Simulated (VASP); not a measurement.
A run of VASP 6.6.1:

The input INCAR:

```
SYSTEM = SiC
PREC = Accurate
ENCUT = 520
EDIFF = 1E-7
ISMEAR = 0
SIGMA = 0.05
LREAL = .FALSE.
LASPH = .TRUE.
NELM = 80
ALGO = Normal
ISIF = 2
LWAVE = .FALSE.
LCHARG = .FALSE.
GGA = PE
NBANDS = 36
```

Contents of KPOINTS:

```
regular mesh
0
G
  12 12 2
  0 0 0
```

POSCAR

```
SiC
1.0
    3.0432521380      0.0000000000      0.0000000000
   -1.5216260690      2.6355336616      0.0000000000
    0.0000000000      0.0000000000     14.9327054840
Si C
6 6
Direct
    0.0000000000      0.0000000000      0.1250418274
    0.0000000000      0.0000000000      0.6250380904
    0.3333333333      0.6666666667      0.2918884748
    0.6666666667      0.3333333333      0.7917461130
    0.3333333333      0.6666666667      0.9583719294
    0.6666666667      0.3333333333      0.4582472204
    0.0000000000      0.0000000000      0.9967647584
    0.0000000000      0.0000000000      0.5026121274
    0.3333333333      0.6666666667      0.1695576612
    0.6666666667      0.3333333333      0.6641014118
    0.3333333333      0.6666666667      0.8361327995
    0.6666666667      0.3333333333      0.3304975861
```

Potentials or basis: VASP PAW PBE potentials, release 64 (Si, C).

Command:

```console
$ cat potpaw_PBE.64/Si/POTCAR potpaw_PBE.64/C/POTCAR > POTCAR
$ mpirun -np 1 vasp_std > vasp.out
```

Hardware: 1 thread of Intel(R) Xeon(R) 6975P-C (Granite Rapids), on a shared host.

**Question.** How long does it take, and how much memory?

**Answer.** Run time: 100 s on 1 thread of Intel(R) Xeon(R) 6975P-C (Granite Rapids) (shared host), peak memory 0.29 GiB. Counts: scf iterations 16, k points 38.
